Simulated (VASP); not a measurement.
# Si3Sn4 (Cmmm) in VASP: single point with PBE

Aim: the single point of Si3Sn4 with PBE.

Program: VASP 6.6.1. These are calculated values, not measurements. Logs are shortened: lines on timing, memory, paths and dates and some standing lists are left out, and cuts for length are marked.

## (1) The cell of the first run

The structure is orthorhombic, space group Cmmm (No. 65). The conventional cell has a = 7.834 Å, b = 11.333 Å, c = 3.964 Å, α = 90.00°, β = 90.00°, γ = 90.00°. Within 3.7 Å of Si (site symmetry 2/m) lie 6 Sn at 2.79 to 2.83 Å. Si (site symmetry mmm) has 6 Sn at 2.73 to 2.80 Å within 3.6 Å. Within 3.7 Å of Sn (site symmetry 2mm) lie 4 Si at 2.80 to 2.83 Å. Sn (site symmetry m2m) has 5 Si at 2.73 to 2.79 Å within 3.6 Å.

## (2) Single point, PBE

INCAR

```
SYSTEM = Si3Sn4
PREC = Accurate ; ENCUT = 500
EDIFF = 1E-6 ; ISMEAR = 0
SIGMA = 0.2 ; LREAL = .False.
LASPH = .True. ; NELM = 120
ALGO = Normal ; ISIF = 2
LWAVE = .False. ; LCHARG = .False.
GGA = PE ; NBANDS = 43
GGA_COMPAT = .False.
```

KPOINTS

```
regular mesh
0
Gamma
  6 4 4
  0 0 0
```

POSCAR

```
Si3Sn4
1.0
    0.0000000000      0.0000000000      3.9641917124
    3.9172366740     -5.6667291358      0.0000000000
    3.9172366740      5.6667291358      0.0000000000
Si Sn
3 4
Direct
    0.5000000000      0.5000000000      0.0000000000
    0.5000000000      0.0000000000      0.5000000000
    1.0000000000      0.0000000000      0.0000000000
    0.5000000000      0.2516941484      0.2516941484
    0.5000000000      0.7483058516      0.7483058516
    1.0000000000      0.7589427941      0.2410572059
    0.0000000000      0.2410572059      0.7589427941
```

Potentials or basis: VASP PAW PBE potentials, release 64 (Si, Sn_d).

Started as:

```
cat potpaw_PBE.64/Si/POTCAR potpaw_PBE.64/Sn_d/POTCAR > POTCAR
mpirun -np 1 vasp_std > vasp.out
```

OUTCAR:

```text
SYSTEM = Si3Sn4
   PREC = Accurate
   ENCUT = 500
   EDIFF = 1E-6
   ISMEAR = 0
   LREAL = .False.
   LASPH = .True.
   NELM = 120
   ISIF = 2
   GGA = PE

 ion  position               nearest neighbor table
   1  0.500  0.500  0.000-   6 2.79   7 2.79   6 2.79   7 2.79   4 2.83   5 2.83
   2  0.500  0.000  0.500-   6 2.79   7 2.79   6 2.79   7 2.79   4 2.83   5 2.83
   3  0.000  0.000  0.000-   6 2.73   7 2.73   4 2.80   5 2.80   4 2.80   5 2.80
   4  0.500  0.252  0.252-   3 2.80   3 2.80   1 2.83   2 2.83
   5  0.500  0.748  0.748-   3 2.80   3 2.80   1 2.83   2 2.83
   6  0.000  0.759  0.241-   3 2.73   2 2.79   1 2.79   1 2.79   2 2.79
   7  0.000  0.241  0.759-   3 2.73   2 2.79   1 2.79   1 2.79   2 2.79

  LATTYP: Found a base centered orthorhombic cell.
 ALAT       =     7.8344733480
 B/A-ratio  =     1.4466139290
 C/A-ratio  =     0.5059933880

  Lattice vectors:

 A1 = (   3.9172366740,  -5.6667291358,   0.0000000000)
 A2 = (   3.9172366740,   5.6667291358,   0.0000000000)
 A3 = (   0.0000000000,   0.0000000000,   3.9641917124)

Analysis of symmetry for initial positions (statically):
=====================================================================
 Subroutine PRICEL returns:
 Original cell was already a primitive cell.

 Routine SETGRP: Setting up the symmetry group for a
 base centered orthorhombic supercell.

 Subroutine GETGRP returns: Found  8 space group operations
 (whereof  8 operations were pure point group operations)
 out of a pool of  8 trial point group operations.

The static configuration has the point symmetry D_2h.

Analysis of symmetry for dynamics (positions and initial velocities):
=====================================================================
 Subroutine PRICEL returns:
 Original cell was already a primitive cell.

 Routine SETGRP: Setting up the symmetry group for a
 base centered orthorhombic supercell.

 Subroutine GETGRP returns: Found  8 space group operations
 (whereof  8 operations were pure point group operations)
 out of a pool of  8 trial point group operations.

The dynamic configuration has the point symmetry D_2h.

 Subroutine INISYM returns: Found  8 space group operations
 (whereof  8 operations are pure point group operations),
 and found     1 'primitive' translations

----------------------------------------------------------------------------------------

                                     Primitive cell

  volume of cell :     175.9936

  direct lattice vectors                    reciprocal lattice vectors
     0.000000000  0.000000000  3.964191712     0.000000000  0.000000000  0.252258234
     3.917236674 -5.666729136  0.000000000     0.127640998 -0.088234321  0.000000000
     3.917236674  5.666729136  0.000000000     0.127640998  0.088234321  0.000000000

  length of vectors
     3.964191712  6.888872350  6.888872350     0.252258234  0.155169327  0.155169327

  position of ions in fractional coordinates (direct lattice)
     0.500000000  0.500000000  0.000000000
     0.500000000  0.000000000  0.500000000
     0.000000000  0.000000000  0.000000000
     0.500000000  0.251694148  0.251694148
     0.500000000  0.748305852  0.748305852
     0.000000000  0.758942794  0.241057206
     0.000000000  0.241057206  0.758942794

  ion indices of the primitive-cell ions
   primitive index   ion index
                 1           1
                 2           2
                 3           3
                 4           4
                 5           5
                 6           6
                 7           7

----------------------------------------------------------------------------------------

 KPOINTS: regular mesh

Automatic generation of k-mesh.
 Grid dimensions read from file:
 generate k-points for:    6    4    4

 Generating k-lattice:

  Cartesian coordinates                     Fractional coordinates (reciprocal lattice)
     0.000000000  0.000000000  0.042043039     0.166666667  0.000000000  0.000000000
     0.031910250 -0.022058580  0.000000000     0.000000000  0.250000000  0.000000000
     0.031910250  0.022058580  0.000000000     0.000000000  0.000000000  0.250000000

  Length of vectors
     0.042043039  0.038792332  0.038792332

  Shift w.r.t. Gamma in fractional coordinates (k-lattice)
     0.000000000  0.000000000  0.000000000

 Subroutine IBZKPT returns following result:
 ===========================================

 Found     28 irreducible k-points:

 Following reciprocal coordinates:
            Coordinates               Weight
  0.000000  0.000000  0.000000      1.000000
  0.166667  0.000000  0.000000      2.000000
  0.333333  0.000000  0.000000      2.000000
  0.500000  0.000000  0.000000      1.000000
  0.000000  0.250000 -0.000000      4.000000
  0.166667  0.250000 -0.000000      8.000000
[... 16 lines left out ...]
  0.333333 -0.250000  0.250000      4.000000
  0.500000 -0.250000  0.250000      2.000000
 [... further k-points ...]
   k-points           NKPTS =     28   k-points in BZ     NKDIM =     28   number of bands    NBANDS=     43
   number of dos      NEDOS =    301   number of ions     NIONS =      7
   total plane-waves  NPLWV =  75000
   dimension x,y,z NGX =    30 NGY =   50 NGZ =   50
   dimension x,y,z NGXF=    60 NGYF=  100 NGZF=  100
   ions per type =               3   4
   NGX,Y,Z   is equivalent  to a cutoff of  12.58, 12.07, 12.07 a.u.
   NGXF,Y,Z  is equivalent  to a cutoff of  25.16, 24.13, 24.13 a.u.
 SYSTEM =  Si3Sn4
   PREC   = accura    normal or accurate (medium, high low for compatibility)
   ISTART =      0    job   : 0-new  1-cont  2-samecut
   ICHARG =      2    charge: 1-file 2-atom 10-const
   ISPIN  =      1    spin polarized calculation?
   LNONCOLLINEAR =      F non collinear calculations
   LSORBIT =      F    spin-orbit coupling
   LASPH  =      T    aspherical Exc in radial PAW
   ENCUT  =  500.0 eV  36.75 Ry    6.06 a.u.   7.23 12.56 12.56*2*pi/ulx,y,z
   NELM   =    120;   NELMIN=  2; NELMDL= -5     # of ELM steps
   EDIFF  = 0.1E-05   stopping-criterion for ELM
   LREAL  =      F    real-space projection
   EDIFFG = 0.1E-04   stopping-criterion for IOM
   NSW    =      0    number of steps for IOM
   IBRION =     -1    ionic relax: 0-MD 1-quasi-New 2-CG
   NFREE  =      0    steps in history (QN), initial steepest desc. (CG)
   ISIF   =      2    stress and relaxation
   ISYM   =      2    0-nonsym 1-usesym 2-fastsym
   POTIM  = 0.5000    time-step for ionic-motion
   TEBEG  =    0.0;   TEEND  =   0.0 temperature during run
   PSTRESS=    0.0 pullay stress
   NELECT =      68.0000    total number of electrons
   NUPDOWN=      -1.0000    fix difference up-down
   EMIN   =  10.00;   EMAX   =-10.00  energy-range for DOS
   EFERMI =   0.00;   METHOD = LEGACY
   ISMEAR =     0;   SIGMA  =   0.20  broadening in eV -4-tet -1-fermi 0-gaus
   EFERMI_NEDOS =   21; number of points for ismear=-14 and -15
   IALGO  =     38    algorithm
   IMIX   =      4    mixing-type and parameters
     AMIX     =   0.40;   BMIX     =  1.00
     AMIX_MAG =   1.60;   BMIX_MAG =  1.00
  volume/ion in A,a.u.               =      25.14       169.67
  Fermi-wavevector in a.u.,A,eV,Ry     =   1.192373  2.253258 19.344132  1.421754
  Thomas-Fermi vector in A             =   2.328413
   LORBIT       =      0    0 simple, 1 ext, 2 COOP (PROOUT), +10 PAW based schemes
   GGA     = PE    functional components
   LHFCALC =     F    Hartree Fock is set to
   AEXX    =    0.0000 exact exchange contribution
   IVDW    =     0    specifies the selected vdW correction
   LEPSILON=     F    determine dielectric tensor
   LRPA    =     F    only Hartree local field effects (RPA)
 non-spin polarized calculation
 Gauss-broadening in eV      SIGMA  =   0.20
  energy-cutoff  :      500.00
  volume of cell :      175.99
 maximum number of plane-waves:      4488
 NGX is ok and might be reduce to    30
   NGX = 15   NGY = 25   NGZ = 25

 number of electron      67.9999993 magnetization

 Free energy of the ion-electron system (eV)
  ---------------------------------------------------
  ext. energy  EPLUGINS =         0.00000000
  ---------------------------------------------------
  free energy    TOTEN  =       -29.39864571 eV

  energy without entropy =      -29.33464033  energy(sigma->0) =      -29.36664302

 E-fermi :   6.7813     XC(G=0):  -9.8140

 val. band max:        6.7439985033   @ k =   0.0000   0.5000   0.5000
 cond. band min:       6.7882979584   @ k =   0.0000   0.5000   0.2500
 fundamental gap:      0.0442994551
 Fermi energy:         6.7813258452

 k-point     1 :       0.0000    0.0000    0.0000
  band No.  band energies     occupation
      1     -14.6748      2.00000
      2     -14.6737      2.00000
      3     -14.6614      2.00000
      4     -14.6609      2.00000
      5     -14.6574      2.00000
      6     -14.6265      2.00000
[... 35 lines left out ...]
     42       9.8293      0.00000
     43       9.9293      0.00000

 k-point     2 :       0.1667    0.0000    0.0000
  band No.  band energies     occupation
      1     -14.6791      2.00000
      2     -14.6675      2.00000
      3     -14.6643      2.00000
      4     -14.6531      2.00000
      5     -14.6528      2.00000
      6     -14.6256      2.00000
[... 35 lines left out ...]
     42      10.9726      0.00000
     43      11.2343      0.00000

 k-point     3 :       0.3333    0.0000    0.0000
  band No.  band energies     occupation
      1     -14.6862      2.00000
      2     -14.6694      2.00000
      3     -14.6598      2.00000
      4     -14.6412      2.00000
      5     -14.6379      2.00000
      6     -14.6233      2.00000
[... 919 lines left out ...]
      6     -14.6266      2.00000
[... 35 lines left out ...]
     42      11.1347      0.00000
     43      11.3417      0.00000

 k-point    24 :       0.5000   -0.2500    0.2500
  band No.  band energies     occupation
      1     -14.6911      2.00000
      2     -14.6728      2.00000
      3     -14.6570      2.00000
      4     -14.6369      2.00000
      5     -14.6341      2.00000
      6     -14.6271      2.00000
[... 35 lines left out ...]
     42      10.4944      0.00000
     43      10.5193      0.00000

 [... further k-points ...]

------------------------ aborting loop because EDIFF is reached ----------------------------------------

  FORCE on cell =-STRESS in cart. coord.  units (eV):
  Direction    XX          YY          ZZ          XY          YZ          ZX
  --------------------------------------------------------------------------------------
  -------------------------------------------------------------------------------------
  Total        0.3709013     -0.2507499     -0.3380324      0.0000000      0.0000000      0.0000000
  in kB        3.3765412     -2.2827294     -3.0773156      0.0000000      0.0000000      0.0000000
  external PRESSURE =      -0.6611680 kB  Pullay stress =       0.0000000 kB

 VOLUME and BASIS-vectors are now :
 -----------------------------------------------------------------------------
  energy-cutoff  :      500.00
  volume of cell :      175.99
      direct lattice vectors                 reciprocal lattice vectors
     0.000000000  0.000000000  3.964191712     0.000000000  0.000000000  0.252258234
     3.917236674 -5.666729136  0.000000000     0.127640998 -0.088234321  0.000000000
     3.917236674  5.666729136  0.000000000     0.127640998  0.088234321  0.000000000

 POSITION                                       TOTAL-FORCE (eV/Angst)
 -----------------------------------------------------------------------------------
      1.95862     -2.83336      1.98210         0.000000     -0.000000      0.000000
      1.95862      2.83336      1.98210         0.000000     -0.000000      0.000000
      0.00000      0.00000      0.00000         0.000000     -0.000000      0.000000
      1.97189      0.00000      1.98210         0.053280     -0.000000      0.000000
      5.86258      0.00000      1.98210        -0.053280     -0.000000      0.000000
      3.91724     -2.93472      0.00000         0.000000      0.089339      0.000000
      3.91724      2.93472      0.00000         0.000000     -0.089339      0.000000
 -----------------------------------------------------------------------------------
    total drift:                                0.000000      0.000000      0.000000

  FREE ENERGIE OF THE ION-ELECTRON SYSTEM (eV)
  ---------------------------------------------------
  free  energy   TOTEN  =       -29.3986457124 eV

  energy  without entropy=      -29.3346403278  energy(sigma->0) =      -29.36664302
```

Run time: 2.3 min. Hardware: 1 thread of Intel Xeon 6975P-C (Granite Rapids), shared host; peak memory 0.34 GiB.

Results:

```yaml
Free_energy: -29.3986 eV
Pressure: -0.1 GPa
Largest_force: 0.089 eV/Å
Band_gap_on_the_k_mesh: zero (band 34 reaches 7.65 eV, above the bottom of band 35 at 5.82 eV)
```

Forces in eV/Å, atoms in the order of the input:
```
Si   0.000  0.000  0.000
Si   0.000  0.000  0.000
Si   0.000  0.000  0.000
Sn   0.053  0.000  0.000
Sn  -0.053  0.000  0.000
Sn   0.000  0.089  0.000
Sn   0.000 -0.089  0.000
```

Stress tensor (GPa, compression positive):
```
 0.34  0.00  0.00
 0.00 -0.23  0.00
 0.00  0.00 -0.31
```

Levels at points of the mesh, in eV from the Fermi level:
| k point | band 31 | band 32 | band 33 | band 34 | band 35 | band 36 | band 37 | band 38 |
| --- | --- | --- | --- | --- | --- | --- | --- | --- |
| (0.00, 0.00, 0.00) | 0.29 | 0.31 | 0.49 | 0.87 | 1.37 | 1.46 | 1.68 | 2.00 |
| (0.50, 0.00, 0.00) | -3.09 | -2.77 | -2.05 | -0.89 | 0.44 | 1.58 | 2.22 | 2.35 |
| (0.00, 0.50, 0.00) | -1.51 | -0.97 | 0.18 | 0.29 | 0.34 | 0.88 | 1.99 | 2.05 |
| (0.50, 0.50, 0.00) | -2.14 | -1.62 | -1.58 | -1.47 | -0.92 | 0.02 | 0.42 | 0.97 |
| (0.00, 0.50, 0.50) | -1.26 | -0.94 | -0.58 | -0.04 | 0.28 | 0.43 | 1.15 | 1.71 |
| (0.50, 0.50, 0.50) | -1.99 | -1.75 | -1.58 | -0.17 | 1.00 | 1.40 | 1.43 | 1.72 |

Caveat: spin-orbit coupling is left out, which moves the levels of the heavy elements.
